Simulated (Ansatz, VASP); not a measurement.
# One calculation of LiB2C2, two programs

The input INCAR:

```
PREC = Accurate
ENCUT = 520
EDIFF = 1E-7
ISMEAR = 0
SIGMA = 0.1
LREAL = F
LASPH = T
NELM = 100
ALGO = Normal
ISIF = 2
LWAVE = F
LCHARG = F
GGA = PE
NBANDS = 16
```

File KPOINTS:

```
Automatic mesh
0
Gamma
  15 15 6
```

File POSCAR:

```
LiB2C2
1.0
    2.7146442891      0.0000000000      0.0000000000
   -1.3573221445      2.3509509166      0.0000000000
    0.0000000000      0.0000000000      7.1180530000
Li B C
1 2 2
Direct
    0.0000000000      0.0000000000      0.5000000000
    0.3429039254      0.6858078608      0.7498130000
    0.6666666700      0.3333333300      0.2501870000
    0.3333333300      0.6666666700      0.2582190000
    0.6666666700      0.3333333300      0.7417810000
```

Input for Ansatz:

```yaml
crystal:
  lattice:
    - [2.7146442891, 0.0, 0.0]
    - [-1.3573221445, 2.3509509166, 0.0]
    - [0.0, 0.0, 7.118053]
  atoms:
    - { symbol: Li, position: [0.0, 0.0, 0.5] }
    - { symbol: B, position: [0.3429039254, 0.6858078608, 0.749813] }
    - { symbol: B, position: [0.66666667, 0.33333333, 0.250187] }
    - { symbol: C, position: [0.33333333, 0.66666667, 0.258219] }
    - { symbol: C, position: [0.66666667, 0.33333333, 0.741781] }
basis:
  ecutwfc: 420
kpoints:
  mp_grid: { grid: [15, 15, 6] }
hamiltonian:
  xc: pbe
scf:
  occupations: { method: gaussian, width: 0.1 }
output:
  forces: true
  stress: true
  eigenvalues: true
```

Change from the starting cell: one atom moved.

Alike in both runs: task single point; functional PBE; k mesh 15 × 15 × 6; occupations gaussian, width 0.1 eV; no spin polarisation.

|  | VASP | Ansatz |
| --- | --- | --- |
| version | VASP 6.6.1 | Ansatz 0.2.0 |
| potentials or method | VASP PAW PBE potentials, release 64 (Li_sv, B, C), cutoff 520 eV | scalar-relativistic, plane waves, PAW |
| valence electrons in the cell | 17 | 17 |

|  | VASP | Ansatz | Ansatz less VASP |
| --- | --- | --- | --- |
| gap on the k mesh at the Fermi level (eV) | none | none | - |
| rms of the force components (eV/Å) | 0.230 | 0.228 | -0.0023 |

Atom by atom the forces differ by 0.003 eV/Å (rms over components). A gap of «none» marks a metal or a gap that the smearing closes.

Noted on VASP's run: the cutoff is short for stress, so the pressure is rough.
